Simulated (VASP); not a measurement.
# Zr2Zn2N3 (P4mm) in VASP: notebook, part 2 of 2

VASP 6.6.1. Earlier steps stand in the parts before.

## (4) Single point, PBE

This run uses another cell than the first one, of 16.41 Å³/atom.

File INCAR:

```
SYSTEM = Zr2Zn2N3
ALGO = Normal ; EDIFF = 1E-6
ENCUT = 520 ; GGA = PE
ISIF = 2 ; ISMEAR = 0
LASPH = .True. ; LCHARG = .False.
LREAL = .False. ; LWAVE = .False.
NBANDS = 40 ; NELM = 60
PREC = Accurate ; SIGMA = 0.1
```

File KPOINTS:

```
k-points
0
Gamma
  10 10 6
  0 0 0
```

File POSCAR:

```
Zr2Zn2N3
1.0
    4.3499190452      0.0000000000      0.0000000000
    0.0000000000      4.3499190452      0.0000000000
    0.0000000000      0.0000000000      6.0718857687
Zr Zn N
2 2 3
Direct
    0.0000000000      0.5000000000      0.6852816194
    0.5000000000      0.0000000000      0.6852816194
    0.0000000000      0.5000000000      0.1742661463
    0.5000000000      0.0000000000      0.1742661463
    0.5000000000      0.5000000000      0.5309820102
    0.5000000000      0.5000000000      0.7742472935
    0.0000000000      0.0000000000      0.6834075548
```

Potentials or basis: VASP PAW PBE potentials, release 64 (Zr_sv, Zn, N).

The run is started by

```sh
> cat potpaw_PBE.64/Zr_sv/POTCAR potpaw_PBE.64/Zn/POTCAR potpaw_PBE.64/N/POTCAR > POTCAR
> mpirun -np 1 vasp_std > vasp.out
```

OUTCAR:

```text
SYSTEM = Zr2Zn2N3
   EDIFF = 1E-6
   ENCUT = 520
   GGA = PE
   ISIF = 2
   ISMEAR = 0
   LASPH = .True.
   LREAL = .False.
   NELM = 60
   PREC = Accurate

 ion  position               nearest neighbor table
   1  0.000  0.500  0.685-   7 2.17   7 2.17   6 2.24   6 2.24   5 2.37   5 2.37   3 2.97   2 3.08
                             2 3.08   2 3.08   2 3.08   3 3.10
   2  0.500  0.000  0.685-   7 2.17   7 2.17   6 2.24   6 2.24   5 2.37   5 2.37   4 2.97   1 3.08
                             1 3.08   1 3.08   1 3.08   4 3.10
   3  0.000  0.500  0.174-   1 2.97   1 3.10
   4  0.500  0.000  0.174-   2 2.97   2 3.10
   5  0.500  0.500  0.531-   6 1.48   2 2.37   1 2.37   2 2.37   1 2.37
   6  0.500  0.500  0.774-   5 1.48   2 2.24   1 2.24   2 2.24   1 2.24
   7  0.000  0.000  0.683-   1 2.17   2 2.17   1 2.17   2 2.17

  LATTYP: Found a simple tetragonal cell.
 ALAT       =     4.3499190452
 C/A-ratio  =     1.3958617863

  Lattice vectors:

 A1 = (   4.3499190452,   0.0000000000,   0.0000000000)
 A2 = (   0.0000000000,   4.3499190452,   0.0000000000)
 A3 = (   0.0000000000,   0.0000000000,   6.0718857687)

Analysis of symmetry for initial positions (statically):
=====================================================================
 Subroutine PRICEL returns:
 Original cell was already a primitive cell.

 Routine SETGRP: Setting up the symmetry group for a
 simple tetragonal supercell.

 Subroutine GETGRP returns: Found  8 space group operations
 (whereof  8 operations were pure point group operations)
 out of a pool of 16 trial point group operations.

The static configuration has the point symmetry C_4v.

Analysis of symmetry for dynamics (positions and initial velocities):
=====================================================================
 Subroutine PRICEL returns:
 Original cell was already a primitive cell.

 Routine SETGRP: Setting up the symmetry group for a
 simple tetragonal supercell.

 Subroutine GETGRP returns: Found  8 space group operations
 (whereof  8 operations were pure point group operations)
 out of a pool of 16 trial point group operations.

The dynamic configuration has the point symmetry C_4v.

 Subroutine INISYM returns: Found  8 space group operations
 (whereof  8 operations are pure point group operations),
 and found     1 'primitive' translations

----------------------------------------------------------------------------------------

                                     Primitive cell

  volume of cell :     114.8910

  direct lattice vectors                    reciprocal lattice vectors
     4.349919045  0.000000000  0.000000000     0.229889336  0.000000000  0.000000000
     0.000000000  4.349919045  0.000000000     0.000000000  0.229889336  0.000000000
     0.000000000  0.000000000  6.071885769     0.000000000  0.000000000  0.164693480

  length of vectors
     4.349919045  4.349919045  6.071885769     0.229889336  0.229889336  0.164693480

  position of ions in fractional coordinates (direct lattice)
     0.000000000  0.500000000  0.685281619
[... 42 lines left out ...]

 Following reciprocal coordinates:
            Coordinates               Weight
  0.000000  0.000000  0.000000      1.000000
  0.100000  0.000000  0.000000      4.000000
  0.200000  0.000000  0.000000      4.000000
  0.300000  0.000000  0.000000      4.000000
  0.400000  0.000000  0.000000      4.000000
  0.500000  0.000000  0.000000      2.000000
[... 16 lines left out ...]
  0.100000  0.000000  0.166667      8.000000
  0.200000  0.000000  0.166667      8.000000
 [... further k-points ...]
   k-points           NKPTS =     84   k-points in BZ     NKDIM =     84   number of bands    NBANDS=     40
   number of dos      NEDOS =    301   number of ions     NIONS =      7
   total plane-waves  NPLWV =  49152
   dimension x,y,z NGX =    32 NGY =   32 NGZ =   48
   dimension x,y,z NGXF=    64 NGYF=   64 NGZF=   96
   ions per type =               2   2   3
   NGX,Y,Z   is equivalent  to a cutoff of  12.23, 12.23, 13.14 a.u.
   NGXF,Y,Z  is equivalent  to a cutoff of  24.46, 24.46, 26.28 a.u.
 SYSTEM =  Zr2Zn2N3
   PREC   = accura    normal or accurate (medium, high low for compatibility)
   ISTART =      0    job   : 0-new  1-cont  2-samecut
   ICHARG =      2    charge: 1-file 2-atom 10-const
   ISPIN  =      1    spin polarized calculation?
   LNONCOLLINEAR =      F non collinear calculations
   LSORBIT =      F    spin-orbit coupling
   LASPH  =      T    aspherical Exc in radial PAW
   ENCUT  =  520.0 eV  38.22 Ry    6.18 a.u.   8.09  8.09 11.29*2*pi/ulx,y,z
   NELM   =     60;   NELMIN=  2; NELMDL= -5     # of ELM steps
   EDIFF  = 0.1E-05   stopping-criterion for ELM
   LREAL  =      F    real-space projection
   EDIFFG = 0.1E-04   stopping-criterion for IOM
   NSW    =      0    number of steps for IOM
   IBRION =     -1    ionic relax: 0-MD 1-quasi-New 2-CG
   NFREE  =      0    steps in history (QN), initial steepest desc. (CG)
   ISIF   =      2    stress and relaxation
   ISYM   =      2    0-nonsym 1-usesym 2-fastsym
   POTIM  = 0.5000    time-step for ionic-motion
   TEBEG  =    0.0;   TEEND  =   0.0 temperature during run
   PSTRESS=    0.0 pullay stress
   NELECT =      63.0000    total number of electrons
   NUPDOWN=      -1.0000    fix difference up-down
   EMIN   =  10.00;   EMAX   =-10.00  energy-range for DOS
   EFERMI =   0.00;   METHOD = LEGACY
   ISMEAR =     0;   SIGMA  =   0.10  broadening in eV -4-tet -1-fermi 0-gaus
   EFERMI_NEDOS =   21; number of points for ismear=-14 and -15
   IALGO  =     38    algorithm
   IMIX   =      4    mixing-type and parameters
     AMIX     =   0.40;   BMIX     =  1.00
     AMIX_MAG =   1.60;   BMIX_MAG =  1.00
  volume/ion in A,a.u.               =      16.41       110.76
  Fermi-wavevector in a.u.,A,eV,Ry     =   1.339964  2.532164 24.429298  1.795503
  Thomas-Fermi vector in A             =   2.468314
   LORBIT       =      0    0 simple, 1 ext, 2 COOP (PROOUT), +10 PAW based schemes
   GGA     = PE    functional components
   LHFCALC =     F    Hartree Fock is set to
   AEXX    =    0.0000 exact exchange contribution
   IVDW    =     0    specifies the selected vdW correction
   LEPSILON=     F    determine dielectric tensor
   LRPA    =     F    only Hartree local field effects (RPA)
 non-spin polarized calculation
 Gauss-broadening in eV      SIGMA  =   0.10
  energy-cutoff  :      520.00
  volume of cell :      114.89
 maximum number of plane-waves:      3136
   NGX = 17   NGY = 17   NGZ = 23

 number of electron      62.9999997 magnetization

 Free energy of the ion-electron system (eV)
  ---------------------------------------------------
  ext. energy  EPLUGINS =         0.00000000
  ---------------------------------------------------
  free energy    TOTEN  =       -47.09512475 eV

  energy without entropy =      -47.08321892  energy(sigma->0) =      -47.08917184

 E-fermi :   5.0751     XC(G=0): -10.3860

 val. band max:        5.0746762654   @ k =   0.5000   0.3000   0.5000
 cond. band min:       5.0774174073   @ k =   0.2000   0.2000   0.5000
 fundamental gap:      0.0027411419
 Fermi energy:         5.0750882461

 k-point     1 :       0.0000    0.0000    0.0000
  band No.  band energies     occupation
      1     -44.2111      2.00000
      2     -44.0379      2.00000
      3     -22.6592      2.00000
      4     -22.6592      2.00000
      5     -22.3349      2.00000
      6     -22.1311      2.00000
[... 1021 lines left out ...]
     39       8.7497      0.00000
     40       9.3378      0.00000

 [... further k-points ...]

------------------------ aborting loop because EDIFF is reached ----------------------------------------

  FORCE on cell =-STRESS in cart. coord.  units (eV):
  Direction    XX          YY          ZZ          XY          YZ          ZX
  --------------------------------------------------------------------------------------
  -------------------------------------------------------------------------------------
  Total        0.1448358      0.1448358      0.1351839      0.0000000      0.0000000      0.0000000
  in kB        2.0197636      2.0197636      1.8851658      0.0000000      0.0000000      0.0000000
  external PRESSURE =       1.9748976 kB  Pullay stress =       0.0000000 kB

 VOLUME and BASIS-vectors are now :
 -----------------------------------------------------------------------------
  energy-cutoff  :      520.00
  volume of cell :      114.89
      direct lattice vectors                 reciprocal lattice vectors
     4.349919045  0.000000000  0.000000000     0.229889336  0.000000000  0.000000000
     0.000000000  4.349919045  0.000000000     0.000000000  0.229889336  0.000000000
     0.000000000  0.000000000  6.071885769     0.000000000  0.000000000  0.164693480

 POSITION                                       TOTAL-FORCE (eV/Angst)
 -----------------------------------------------------------------------------------
      0.00000      2.17496      4.16095         0.000000     -0.000000     -0.001266
      2.17496      0.00000      4.16095         0.000000     -0.000000     -0.001266
      0.00000      2.17496      1.05812         0.000000      0.000000      0.000864
      2.17496      0.00000      1.05812         0.000000     -0.000000      0.000864
      2.17496      2.17496      3.22406         0.000000     -0.000000     -0.113079
      2.17496      2.17496      4.70114         0.000000      0.000000      0.114982
      0.00000      0.00000      4.14957         0.000000     -0.000000     -0.001099
 -----------------------------------------------------------------------------------
    total drift:                                0.000000      0.000000     -0.001294

  FREE ENERGIE OF THE ION-ELECTRON SYSTEM (eV)
  ---------------------------------------------------
  free  energy   TOTEN  =       -47.0951247530 eV

  energy  without entropy=      -47.0832189207  energy(sigma->0) =      -47.08917184
```

It took 15 min on 1 thread of Intel Xeon 8259CL, shared host; peak memory 0.42 GiB.

What came out:

```yaml
Free_energy: -47.0951 eV
Pressure: 0.2 GPa
Largest_force: 0.115 eV/Å
Band_gap_on_the_k_mesh: zero (an odd number of electrons rules out a gap without spin polarisation)
```

Forces on the atoms (eV/Å):
```
Zr   0.000  0.000 -0.001
Zr   0.000  0.000 -0.001
Zn   0.000  0.000  0.001
Zn   0.000  0.000  0.001
N    0.000  0.000 -0.113
N    0.000  0.000  0.115
N    0.000  0.000 -0.001
```

Caveat: an odd number of electrons without spin polarisation forces a metal; a magnetic or distorted state may lie lower.

## (5) Overview

```csv
cell,k mesh,gap on the mesh (eV),pressure (GPa),largest force (eV/Å)
"a = 3.880, b = 3.880, c = 6.662 Å, 7 atoms, atomic positions A",4 × 4 × 4,none,16.9,1.74
"a = 4.295, b = 4.295, c = 6.115 Å, 7 atoms, atomic positions B",4 × 4 × 4,none,0.2,0.08
"a = 4.350, b = 4.350, c = 6.072 Å, 7 atoms, atomic positions C",10 × 10 × 6,none,0.2,0.11
```

Alike in all rows: task single point; level PBE; potentials or basis VASP PAW PBE potentials, release 64 (Zr_sv, Zn, N); no spin polarisation; cutoff (eV) 520; smearing gaussian 0.1 eV.

Caveats: some runs use coarse meshes; an odd number of electrons without spin polarisation forces a metal; a magnetic or distorted state may lie lower.

Total energies depend on the potentials used, so only differences within one code and one set of settings carry meaning.

The gap in the log of VASP goes by the Fermi energy; the results here count the filled bands.